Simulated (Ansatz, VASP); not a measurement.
Two plane-wave programs on Zn

```
Zn
1.0
     2.57279    0.00000    0.00000
    -1.28639    2.22810    0.00000
     0.00000    0.00000    4.72560
Zn
2
Direct
  0.33333 0.66667 0.25000
  0.66667 0.33333 0.75000
```

Alike in both runs: functional LDA; k mesh 22 × 22 × 12; occupations fermi-dirac, width 0.08 eV; no spin polarisation.

Ansatz relaxed the structure, and its values are those at the end. VASP's run is a single point on that final structure, the one shown.

```csv
,VASP,Ansatz
version,VASP 6.6.1,Ansatz 0.2.0
potentials or method,"VASP PAW LDA potentials, release 64 (Zn)","PAW with Ansatz's default frozen-core files, scalar-relativistic"
plane-wave cutoff (eV),520,420
valence electrons in the cell,24,24
```

Ansatz gave:

- pressure (GPa): 0.0

Problem. Estimate VASP's values.

Solution. Pressure (GPa): 0.7.

LDA's correlation is that of Perdew and Zunger in VASP and of Perdew and Wang (1992) in Ansatz.
